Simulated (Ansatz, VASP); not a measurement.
Two plane-wave programs on GaSb3

```xyz
4
Lattice="4.7552 0.0000 0.0000 -2.3776 4.1181 0.0000 0.0000 0.0000 5.4904" Properties=species:S:1:pos:R:3 pbc="T T T"
Ga    2.3776    1.3727    0.0000
Sb    0.0000    2.7454    0.0000
Sb    0.0000    0.0000    2.7452
Sb    2.3776    1.3727    2.7452
```

Alike in both runs: task single point; functional PBE; k mesh 6 × 6 × 4; occupations gaussian, width 0.1 eV; no spin polarisation.

|  | VASP | Ansatz |
| --- | --- | --- |
| version | VASP 6.6.1 | Ansatz 0.2.0 |
| potentials or method | VASP PAW PBE potentials, release 64 (Ga_d, Sb), cutoff 520 eV | scalar-relativistic, plane waves, PAW |
| valence electrons in the cell | 28 | 58 |

Ansatz gave:

```
gap on the k mesh at the Fermi level (eV)                     : none
pressure (GPa)                                                : 7.9
traceless stress, the component that is largest in VASP (GPa) : -4.85
```

Q: Which values does VASP return?

A: gap on the k mesh at the Fermi level (eV): none; pressure (GPa): 8.0; traceless stress, the component that is largest in VASP (GPa): -4.94.

A gap of «none» marks a metal or a gap that the smearing closes. VASP's potentials hold 28 valence electrons a cell and Ansatz's 58, so a difference there can come from the potentials and not from the codes.

Spin-orbit coupling is off throughout.
